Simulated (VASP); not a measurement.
Input of a VASP 6.6.1 run:

Contents of INCAR:

```
PREC     = Accurate       # precision mode
ENCUT    = 520            # plane-wave cutoff, eV
EDIFF    = 1E-6           # SCF threshold, eV
ISMEAR   = 0              # smearing method
SIGMA    = 0.15           # smearing width, eV
LREAL    = F              # projectors in reciprocal space
LASPH    = T              # aspherical terms in the spheres
NELM     = 60             # most SCF steps
ALGO     = Normal         # electronic algorithm
ISIF     = 2              # what is computed and relaxed
LWAVE    = F              # write WAVECAR
LCHARG   = T              # write CHGCAR
GGA      = PS             # functional
LELF     = T              # ELF
LVHAR    = T            
NBANDS   = 8              # bands
```

KPOINTS

```
regular mesh
0
Gamma
  16 16 16
```

Contents of POSCAR:

```
Sb
1.0
    3.0020000000      0.0000000000      0.0000000000
    0.0000000000      3.0020000000      0.0000000000
    0.0000000000      0.0000000000      3.1600000000
Sb
1
Direct
    0.0000000000      0.0000000000      0.0000000000
```

Potentials or basis: VASP PAW PBE potentials, release 64 (Sb).

Launch:

```console
$ cat potpaw_PBE.64/Sb/POTCAR > POTCAR
$ mpirun -np 1 vasp_std > vasp.out
```

Question: What does it give for the pressure?

Answer: 1.0 GPa.

Stress tensor (GPa, compression positive):
```
 3.25  0.00  0.00
 0.00  3.25  0.00
 0.00  0.00 -3.59
```

Caveat: the cell differs from its parent crystal (strain -0.050 along x and y, +0.000 along z); the PAW data sets were made with another functional, which shifts forces and pressure a little.
